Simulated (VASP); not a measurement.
Write the native input for VASP 6.6.1 that does the following.

```yaml
Task: relaxation of cell and atoms
Functional: PBE
Potentials_or_basis: VASP PAW PBE potentials, release 64 (Ge_d)
Cutoff: 600 eV
k_mesh: 3 × 3 × 3
Occupations: gaussian, width 0.1 eV
Spin: no spin polarisation
Dipole_correction: no
Further_INCAR_settings: ALGO = Normal; EDIFF = 1e-06; IBRION = 2; EDIFFG = -0.04; NSW = 90; ISIF = 3
```

The structure of Ge lies in POSCAR:

```
Ge
1.0
    3.1403467400      1.8130800400      5.7039112900
   -3.1403467400      1.8130800400      5.7039112900
    0.0000000000     -3.6261600700      5.7039112900
Ge
7
Direct
    0.1665899800      0.7847100000      0.8993600000
    0.7847100000      0.8993600000      0.1665899800
    0.8993600000      0.1665899800      0.7847100000
    0.8334100200      0.2152900000      0.1006400000
    0.2152900000      0.1006400000      0.8334100200
    0.1006400000      0.8334100200      0.2152900000
    0.5000000000      0.5000000000      0.5000000000
```

The cell was generated, and may not be a known phase.

The input as run:

INCAR

```
PREC = Accurate
ENCUT = 600
EDIFF = 1E-6
ISMEAR = 0
SIGMA = 0.1
LREAL = False
LASPH = True
NELM = 100
ALGO = Normal
ISIF = 3
LWAVE = False
LCHARG = False
GGA = PE
IBRION = 2
NSW = 90
EDIFFG = -0.04
```

KPOINTS

```
regular mesh
0
Gamma
  3 3 3
```

Potentials or basis: VASP PAW PBE potentials, release 64 (Ge_d).

Command:

```bash
$ cat potpaw_PBE.64/Ge_d/POTCAR > POTCAR
$ mpirun -np 1 vasp_std > vasp.out
```

It gave:

```json
{"Relaxed volume": "26.34 Å³/atom", "Relaxed cell": "a = 7.134 Å, b = 7.134 Å, c = 7.134 Å, α = 48.11°, β = 48.11°, γ = 48.11°", "Space group after relaxing (to 0.1 Å)": "R-3m (No. 166)", "Energy gained by relaxing": "2003.5 meV/atom", "Ionic steps": "39", "Pressure after relaxing": "-0.1 GPa", "Largest force after relaxing": "0.036 eV/Å", "Band gap on the k mesh": "0.75 eV (least direct gap 0.94 eV)"}
```

Wall time 32 min on 1 thread of Intel(R) Xeon(R) 6975P-C (Granite Rapids), with other jobs on the host, peak memory 0.44 GiB.
